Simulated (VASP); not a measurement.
# LaGa2 (P6/mmm) in VASP: further runs

LaGa2 is run at these levels: LDA; tasks: single point, relaxation of cell and atoms.

Program: VASP 6.6.1. These are calculated values, not measurements. Logs are shortened: lines on timing, memory, paths and dates and some standing lists are left out, and cuts for length are marked.

**1. The cell of the first run**

Symmetry: P6/mmm, No. 191, hexagonal system. Conventional cell: a = 4.225 Å, b = 4.225 Å, c = 4.350 Å, α = 90.00°, β = 90.00°, γ = 120.00°. Within 4.3 Å of La (site symmetry 6/mmm) lie 12 Ga at 3.27 Å and 6 La at 4.23 Å. Within 3.2 Å of Ga (site symmetry -6m2) lie 3 Ga at 2.44 Å.

**2. Single point, LDA**

INCAR

```
SYSTEM = LaGa2
PREC     = Accurate       ! precision mode
ENCUT    = 520            ! plane-wave cutoff, eV
EDIFF    = 1E-6           ! SCF threshold, eV
ISMEAR   = -1             ! smearing method
SIGMA    = 0.05           ! smearing width, eV
LREAL    = .FALSE.        ! projectors in reciprocal space
LASPH    = .TRUE.         ! aspherical terms in the spheres
NELM     = 100            ! most SCF steps
ALGO     = Normal         ! electronic algorithm
ISIF     = 2              ! what is computed and relaxed
LWAVE    = .FALSE.        ! write WAVECAR
LCHARG   = .FALSE.        ! write CHGCAR
NBANDS   = 26             ! bands
```

KPOINTS

```
regular mesh
0
G
  9 9 8
  0 0 0
```

POSCAR

```
LaGa2
1.0
    4.2252631828      0.0000000000      0.0000000000
   -2.1126315914      3.6591852540      0.0000000000
    0.0000000000      0.0000000000      4.3500073188
La Ga
1 2
Direct
    0.0000000000      0.0000000000      0.0000000000
    0.3333333333      0.6666666667      0.5000000000
    0.6666666667      0.3333333333      0.5000000000
```

Potentials or basis: VASP PAW LDA potentials, release 64 (La, Ga_d).

Command:

```console
cat potpaw_LDA.64/La/POTCAR potpaw_LDA.64/Ga_d/POTCAR > POTCAR
mpirun -np 1 vasp_std > vasp.out
```

OUTCAR:

```text
SYSTEM = LaGa2
   PREC = Accurate
   ENCUT = 520
   EDIFF = 1E-6
   ISMEAR = -1
   LREAL = .FALSE.
   LASPH = .TRUE.
   NELM = 100
   ISIF = 2

 ion  position               nearest neighbor table
   1  0.000  0.000  0.000-   2 3.27   3 3.27   2 3.27   3 3.27   3 3.27   3 3.27   2 3.27   2 3.27
                             3 3.27   3 3.27   2 3.27   2 3.27
   2  0.333  0.667  0.500-   3 2.44   3 2.44   3 2.44   1 3.27   1 3.27   1 3.27   1 3.27   1 3.27
                             1 3.27
   3  0.667  0.333  0.500-   2 2.44   2 2.44   2 2.44   1 3.27   1 3.27   1 3.27   1 3.27   1 3.27
                             1 3.27

  LATTYP: Found a hexagonal cell.
 ALAT       =     4.2252631828
 C/A-ratio  =     1.0295234002

  Lattice vectors:

 A1 = (   4.2252631828,   0.0000000000,   0.0000000000)
 A2 = (  -2.1126315914,   3.6591852540,   0.0000000000)
 A3 = (   0.0000000000,   0.0000000000,   4.3500073188)

Analysis of symmetry for initial positions (statically):
=====================================================================
 Subroutine PRICEL returns:
 Original cell was already a primitive cell.

 Routine SETGRP: Setting up the symmetry group for a
 hexagonal supercell.

 Subroutine GETGRP returns: Found 24 space group operations
 (whereof 24 operations were pure point group operations)
 out of a pool of 24 trial point group operations.

The static configuration has the point symmetry D_6h.

Analysis of symmetry for dynamics (positions and initial velocities):
=====================================================================
 Subroutine PRICEL returns:
 Original cell was already a primitive cell.

 Routine SETGRP: Setting up the symmetry group for a
 hexagonal supercell.

 Subroutine GETGRP returns: Found 24 space group operations
 (whereof 24 operations were pure point group operations)
 out of a pool of 24 trial point group operations.

The dynamic configuration has the point symmetry D_6h.

 Subroutine INISYM returns: Found 24 space group operations
 (whereof 24 operations are pure point group operations),
 and found     1 'primitive' translations

----------------------------------------------------------------------------------------

                                     Primitive cell

  volume of cell :      67.2556

  direct lattice vectors                    reciprocal lattice vectors
     4.225263183  0.000000000  0.000000000     0.236671648  0.136642440  0.000000000
    -2.112631591  3.659185254  0.000000000     0.000000000  0.273284879  0.000000000
     0.000000000  0.000000000  4.350007319     0.000000000  0.000000000  0.229884671

  length of vectors
     4.225263183  4.225263183  4.350007319     0.273284879  0.273284879  0.229884671

  position of ions in fractional coordinates (direct lattice)
     0.000000000  0.000000000  0.000000000
     0.333333333  0.666666667  0.500000000
     0.666666667  0.333333333  0.500000000

  ion indices of the primitive-cell ions
   primitive index   ion index
                 1           1
                 2           2
                 3           3

----------------------------------------------------------------------------------------

 KPOINTS: regular mesh

Automatic generation of k-mesh.
 Grid dimensions read from file:
 generate k-points for:    9    9    8

 Generating k-lattice:

  Cartesian coordinates                     Fractional coordinates (reciprocal lattice)
     0.026296850  0.015182493  0.000000000     0.111111111  0.000000000  0.000000000
     0.000000000  0.030364987  0.000000000     0.000000000  0.111111111  0.000000000
     0.000000000  0.000000000  0.028735584     0.000000000  0.000000000  0.125000000

  Length of vectors
     0.030364987  0.030364987  0.028735584

  Shift w.r.t. Gamma in fractional coordinates (k-lattice)
     0.000000000  0.000000000  0.000000000

 Subroutine IBZKPT returns following result:
 ===========================================

 Found     60 irreducible k-points:

 Following reciprocal coordinates:
            Coordinates               Weight
  0.000000  0.000000  0.000000      1.000000
  0.111111  0.000000  0.000000      6.000000
  0.222222 -0.000000  0.000000      6.000000
  0.333333  0.000000  0.000000      6.000000
  0.444444 -0.000000  0.000000      6.000000
  0.111111  0.111111  0.000000      6.000000
[... 16 lines left out ...]
  0.333333  0.222222  0.125000     24.000000
  0.333333  0.333333  0.125000      4.000000
 [... further k-points ...]
   k-points           NKPTS =     60   k-points in BZ     NKDIM =     60   number of bands    NBANDS=     26
   number of dos      NEDOS =    301   number of ions     NIONS =      3
   total plane-waves  NPLWV =  32768
   dimension x,y,z NGX =    32 NGY =   32 NGZ =   32
   dimension x,y,z NGXF=    64 NGYF=   64 NGZF=   64
   ions per type =               1   2
   NGX,Y,Z   is equivalent  to a cutoff of  12.59, 12.59, 12.23 a.u.
   NGXF,Y,Z  is equivalent  to a cutoff of  25.18, 25.18, 24.46 a.u.
 SYSTEM =  LaGa2
   PREC   = accura    normal or accurate (medium, high low for compatibility)
   ISTART =      0    job   : 0-new  1-cont  2-samecut
   ICHARG =      2    charge: 1-file 2-atom 10-const
   ISPIN  =      1    spin polarized calculation?
   LNONCOLLINEAR =      F non collinear calculations
   LSORBIT =      F    spin-orbit coupling
   LASPH  =      T    aspherical Exc in radial PAW
   ENCUT  =  520.0 eV  38.22 Ry    6.18 a.u.   7.86  7.86  8.09*2*pi/ulx,y,z
   NELM   =    100;   NELMIN=  2; NELMDL= -5     # of ELM steps
   EDIFF  = 0.1E-05   stopping-criterion for ELM
   LREAL  =      F    real-space projection
   EDIFFG = 0.1E-04   stopping-criterion for IOM
   NSW    =      0    number of steps for IOM
   IBRION =     -1    ionic relax: 0-MD 1-quasi-New 2-CG
   NFREE  =      0    steps in history (QN), initial steepest desc. (CG)
   ISIF   =      2    stress and relaxation
   ISYM   =      2    0-nonsym 1-usesym 2-fastsym
   POTIM  = 0.5000    time-step for ionic-motion
   TEBEG  =    0.0;   TEEND  =   0.0 temperature during run
   PSTRESS=    0.0 pullay stress
   NELECT =      37.0000    total number of electrons
   NUPDOWN=      -1.0000    fix difference up-down
   EMIN   =  10.00;   EMAX   =-10.00  energy-range for DOS
   EFERMI =   0.00;   METHOD = LEGACY
   ISMEAR =    -1;   SIGMA  =   0.05  broadening in eV -4-tet -1-fermi 0-gaus
   EFERMI_NEDOS =   21; number of points for ismear=-14 and -15
   IALGO  =     38    algorithm
   IMIX   =      4    mixing-type and parameters
     AMIX     =   0.40;   BMIX     =  1.00
     AMIX_MAG =   1.60;   BMIX_MAG =  1.00
  volume/ion in A,a.u.               =      22.42       151.29
  Fermi-wavevector in a.u.,A,eV,Ry     =   1.341424  2.534924 24.482567  1.799418
  Thomas-Fermi vector in A             =   2.469659
   LORBIT       =      0    0 simple, 1 ext, 2 COOP (PROOUT), +10 PAW based schemes
   GGA     = CA    functional components
   LHFCALC =     F    Hartree Fock is set to
   AEXX    =    0.0000 exact exchange contribution
   IVDW    =     0    specifies the selected vdW correction
   LEPSILON=     F    determine dielectric tensor
   LRPA    =     F    only Hartree local field effects (RPA)
 non-spin polarized calculation
  energy-cutoff  :      520.00
  volume of cell :       67.26
 maximum number of plane-waves:      1842
 NGX is ok and might be reduce to    32
   NGX = 15   NGY = 15   NGZ = 17

 number of electron      37.0000015 magnetization

 Free energy of the ion-electron system (eV)
  ---------------------------------------------------
  ext. energy  EPLUGINS =         0.00000000
  ---------------------------------------------------
  free energy    TOTEN  =       -14.97368155 eV

  energy without entropy =      -14.96028995  energy(sigma->0) =      -14.96698575

 E-fermi :   6.9075     XC(G=0): -10.9931

 val. band max:        6.9067619116   @ k =   0.2222   0.1111   0.3750
 cond. band min:       6.9357390587   @ k =   0.0000   0.0000   0.0000
 fundamental gap:      0.0289771471
 Fermi energy:         6.9075112115

 k-point     1 :       0.0000    0.0000    0.0000
  band No.  band energies     occupation
      1     -25.2520      2.00000
      2      -9.0509      2.00000
      3      -8.8477      2.00000
      4      -8.8477      2.00000
      5      -7.7298      2.00000
      6      -7.6552      2.00000
[... 18 lines left out ...]
     25       9.3833      0.00000
     26       9.6947      0.00000

 k-point     2 :       0.1111    0.0000    0.0000
  band No.  band energies     occupation
      1     -25.2480      2.00000
      2      -9.0501      2.00000
      3      -8.9073      2.00000
      4      -8.8564      2.00000
      5      -7.7321      2.00000
      6      -7.6863      2.00000
[... 18 lines left out ...]
     25       9.3827      0.00000
     26       9.5184      0.00000

 k-point     3 :       0.2222   -0.0000    0.0000
  band No.  band energies     occupation
      1     -25.2378      2.00000
      2      -9.0520      2.00000
      3      -9.0491      2.00000
      4      -8.8786      2.00000
      5      -7.7679      2.00000
      6      -7.7438      2.00000
[... 18 lines left out ...]
     25       9.3727      0.00000
     26       9.4082      0.00000

 k-point     4 :       0.3333    0.0000    0.0000
  band No.  band energies     occupation
      1     -25.2261      2.00000
      2      -9.2068      2.00000
      3      -9.0492      2.00000
      4      -8.9041      2.00000
      5      -7.8218      2.00000
      6      -7.7923      2.00000
[... 18 lines left out ...]
     25       9.3139      0.00000
     26       9.4940      0.00000

 k-point     5 :       0.4444   -0.0000    0.0000
  band No.  band energies     occupation
      1     -25.2185      2.00000
      2      -9.3031      2.00000
      3      -9.0501      2.00000
      4      -8.9209      2.00000
      5      -7.8550      2.00000
      6      -7.8187      2.00000
[... 18 lines left out ...]
     25       9.2939      0.00000
     26       9.5849      0.00000

 k-point     6 :       0.1111    0.1111    0.0000
  band No.  band energies     occupation
      1     -25.2409      2.00000
      2      -9.0493      2.00000
      3      -9.0039      2.00000
      4      -8.8773      2.00000
      5      -7.7627      2.00000
      6      -7.7080      2.00000
[... 427 lines left out ...]
 k-point    21 :       0.4444    0.1111    0.1250
  band No.  band energies     occupation
      1     -25.2147      2.00000
      2      -9.2841      2.00000
      3      -9.0862      2.00000
      4      -8.9651      2.00000
      5      -7.8854      2.00000
      6      -7.7890      2.00000
[... 18 lines left out ...]
     25       9.2865      0.00000
     26       9.3650      0.00000

 k-point    22 :       0.2222    0.2222    0.1250
  band No.  band energies     occupation
      1     -25.2191      2.00000
      2      -9.2007      2.00000
      3      -9.0874      2.00000
      4      -8.9853      2.00000
      5      -7.8798      2.00000
      6      -7.7454      2.00000
[... 18 lines left out ...]
     25       9.2777      0.00000
     26       9.4119      0.00000

 k-point    23 :       0.3333    0.2222    0.1250
  band No.  band energies     occupation
      1     -25.2133      2.00000
      2      -9.2279      2.00000
      3      -9.0871      2.00000
      4      -9.0454      2.00000
      5      -7.9119      2.00000
      6      -7.7464      2.00000
[... 18 lines left out ...]
     25       9.2858      0.00000
     26       9.3376      0.00000

 k-point    24 :       0.3333    0.3333    0.1250
  band No.  band energies     occupation
      1     -25.2113      2.00000
      2      -9.1528      2.00000
      3      -9.1528      2.00000
      4      -9.0873      2.00000
      5      -7.9277      2.00000
      6      -7.7154      2.00000
[... 18 lines left out ...]
     25       9.2846      0.00000
     26       9.2915      0.00000

 [... further k-points ...]
[... 5 lines left out ...]
  --------------------------------------------------------------------------------------
  -------------------------------------------------------------------------------------
  Total        0.0334348      0.0334348     -0.0376501      0.0000000      0.0000000      0.0000000
  in kB        0.7964909      0.7964909     -0.8969089      0.0000000      0.0000000      0.0000000
  external PRESSURE =       0.2320243 kB  Pullay stress =       0.0000000 kB

 VOLUME and BASIS-vectors are now :
 -----------------------------------------------------------------------------
  energy-cutoff  :      520.00
  volume of cell :       67.26
      direct lattice vectors                 reciprocal lattice vectors
     4.225263183  0.000000000  0.000000000     0.236671648  0.136642440  0.000000000
    -2.112631591  3.659185254  0.000000000     0.000000000  0.273284879  0.000000000
     0.000000000  0.000000000  4.350007319     0.000000000  0.000000000  0.229884671

 POSITION                                       TOTAL-FORCE (eV/Angst)
 -----------------------------------------------------------------------------------
      0.00000      0.00000      0.00000        -0.000000      0.000000      0.000000
     -0.00000      2.43946      2.17500        -0.000000      0.000000     -0.000000
      2.11263      1.21973      2.17500         0.000000      0.000000      0.000000
 -----------------------------------------------------------------------------------
    total drift:                                0.000000      0.000000     -0.000000

  FREE ENERGIE OF THE ION-ELECTRON SYSTEM (eV)
  ---------------------------------------------------
  free  energy   TOTEN  =       -14.9736815507 eV

  energy  without entropy=      -14.9602899538  energy(sigma->0) =      -14.96698575
```

Wall time 76 s (1 thread of AMD EPYC 7R43 (Zen 3), shared host); peak memory 0.2 GiB.

Results:

| Item | Value |
| --- | --- |
| Free energy | -14.9737 eV |
| Pressure | 0.0 GPa |

Levels at points of the mesh, in eV from the Fermi level:
```csv
k point,band 15,band 16,band 17,band 18,band 19,band 20,band 21,band 22,band 23,band 24
"(0.00, 0.00, 0.00)",-9.19,-0.64,-0.64,-0.27,0.03,0.58,1.94,1.94,2.19,2.19
"(0.00, 0.00, 0.50)",-7.90,-3.43,0.36,0.36,1.06,1.06,1.68,1.82,1.82,2.01
```

Caveat: spin-orbit coupling is left out, which moves the levels of the heavy elements.

**3. Relaxation of cell and atoms, LDA**

This run uses another cell than the first one, of 25.69 Å³/atom, 1.146 times its volume.

INCAR

```
PREC     = Accurate       # precision mode
ENCUT    = 600            # plane-wave cutoff, eV
EDIFF    = 1E-7           # SCF threshold, eV
ISMEAR   = 1              # smearing method
SIGMA    = 0.05           # smearing width, eV
LREAL    = False          # projectors in reciprocal space
LASPH    = True           # aspherical terms in the spheres
NELM     = 100            # most SCF steps
ALGO     = Normal         # electronic algorithm
ISIF     = 3              # what is computed and relaxed
LWAVE    = False          # write WAVECAR
LCHARG   = False          # write CHGCAR
GGA      = CA             # functional
IBRION   = 2              # ionic algorithm
NSW      = 100            # ionic steps
EDIFFG   = -0.005         # ionic threshold
```

KPOINTS

```
Automatic mesh
0
Gamma
  9 9 8
```

POSCAR

```
LaGa2
1.0
    4.4322576538      0.0000000000      0.0000000000
   -2.2161288269      3.8384477242      0.0000000000
    0.0000000000      0.0000000000      4.5307522683
La Ga
1 2
Direct
    0.0000000000      0.0000000000      0.0000000000
    0.3333333333      0.6666666667      0.5000000000
    0.6666666667      0.3333333333      0.5000000000
```

Potentials or basis: VASP PAW LDA potentials, release 64 (La, Ga_d).

Command:

```console
cat potpaw_LDA.64/La/POTCAR potpaw_LDA.64/Ga_d/POTCAR > POTCAR
mpirun -np 1 vasp_std > vasp.out
```

Wall time 13 min (1 thread of Intel Xeon Platinum 8259CL at 2.50GHz (Skylake/Cascade Lake), shared host); peak memory 0.28 GiB.

Results (log left out):

```
Free energy                            : -14.9687 eV
Relaxed volume                         : 22.45 Å³/atom
Relaxed cell                           : a = 4.229 Å, b = 4.229 Å, c = 4.350 Å, α = 90.00°, β = 90.00°, γ = 120.00°
Space group after relaxing (to 0.05 Å) : P6/mmm (No. 191)
Energy gained by relaxing              : 95.4 meV/atom
Ionic steps                            : 11
Pressure after relaxing                : 0.0 GPa
```

Step by step:
| step | energy change (eV) | largest force (eV/Å) | pressure (GPa) | volume (Å³) |
| --- | --- | --- | --- | --- |
| 1 | 0.0000 | 0.0000 | -8.20 | 77.08 |
| 2 | -0.2097 | 0.0000 | 5.90 | 63.31 |
| 3 | -0.2854 | 0.0000 | -0.04 | 67.47 |
| 4 | -0.2853 | 0.0000 | -0.23 | 67.65 |
| 5 | -0.2860 | 0.0000 | -0.26 | 67.57 |
| 6 | -0.2860 | 0.0000 | -0.20 | 67.49 |
| 7 | -0.2860 | 0.0000 | -0.18 | 67.50 |
| 8 | -0.2861 | 0.0000 | 0.12 | 67.22 |
| 9 | -0.2861 | 0.0000 | -0.02 | 67.36 |
| 10 | -0.2861 | 0.0000 | 0.04 | 67.34 |
| 11 | -0.2861 | 0.0000 | -0.03 | 67.36 |

Final structure:
```
La Ga
1.0
     4.22851    0.00000    0.00000
    -2.11426    3.66200    0.00000
     0.00000    0.00000    4.34977
La Ga
1 2
Direct
  0.00000 0.00000 0.00000
  0.33333 0.66667 0.50000
  0.66667 0.33333 0.50000
```

Levels at points of the mesh, in eV from the Fermi level:
```tsv
k point	band 14	band 15	band 16	band 17	band 18	band 19	band 20	band 21	band 22
(0.00, 0.00, 0.00)	-14.20	-9.17	-0.63	-0.63	-0.26	0.04	0.58	1.95	1.95
(0.00, 0.00, 0.50)	-14.19	-7.89	-3.41	0.37	0.37	1.07	1.07	1.68	1.83
```

Caveat: spin-orbit coupling is left out, which moves the levels of the heavy elements; the volume moved by -13 % from the deposited cell, more than functionals usually miss. LDA usually gives volumes a few per cent too small.
